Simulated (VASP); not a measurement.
The system is CsBr.

```
CELL_PARAMETERS angstrom
4.31938 0.00000 0.00000
0.00000 4.31938 0.00000
0.00000 0.00000 4.31938
ATOMIC_POSITIONS crystal
Cs 0.00000 0.00000 0.00000
Br 0.50000 0.50000 0.50000
```

Program: VASP 6.6.1. Alike in all runs: task single point; no spin polarisation; cell as given; smearing gaussian 0.01 eV.

**Question.** Order these runs on this cell by their band gap on the k mesh, lowest first.
A. level HSE06; potentials or basis VASP PAW PBE potentials, release 64 (Cs_sv, Br); k mesh 2 × 2 × 2; cutoff (eV) 400; grid for exact exchange (PRECFOCK) Normal; share of exact exchange 0.25; screening parameter 0.2079 1/Å
B. level PBE-based screened hybrid with 5 % exact exchange; potentials or basis VASP PAW PBE potentials, release 64 (Cs_sv, Br); k mesh 4 × 4 × 4; cutoff (eV) 400; grid for exact exchange (PRECFOCK) Normal; share of exact exchange 0.05; screening parameter 0.3 1/Å
C. level LDA; potentials or basis VASP PAW LDA potentials, release 64 (Cs_sv, Br); k mesh 2 × 2 × 2; cutoff (eV) 500
D. level PBE-based screened hybrid with 75 % exact exchange; potentials or basis VASP PAW PBE potentials, release 64 (Cs_sv, Br); k mesh 4 × 4 × 4; cutoff (eV) 400; grid for exact exchange (PRECFOCK) Normal; share of exact exchange 0.75; screening parameter 0.1 1/Å
E. level PBE+D4; potentials or basis VASP PAW PBE potentials, release 64 (Cs_sv, Br); k mesh 4 × 4 × 4; cutoff (eV) 500

**Answer.** C (3.97 eV), E (4.42 eV), B (4.61 eV), A (5.61 eV), D (9.12 eV).

Caveats: some runs use coarse meshes; spin-orbit coupling is left out, which moves the levels of the heavy elements.

A k mesh can miss the band edges.
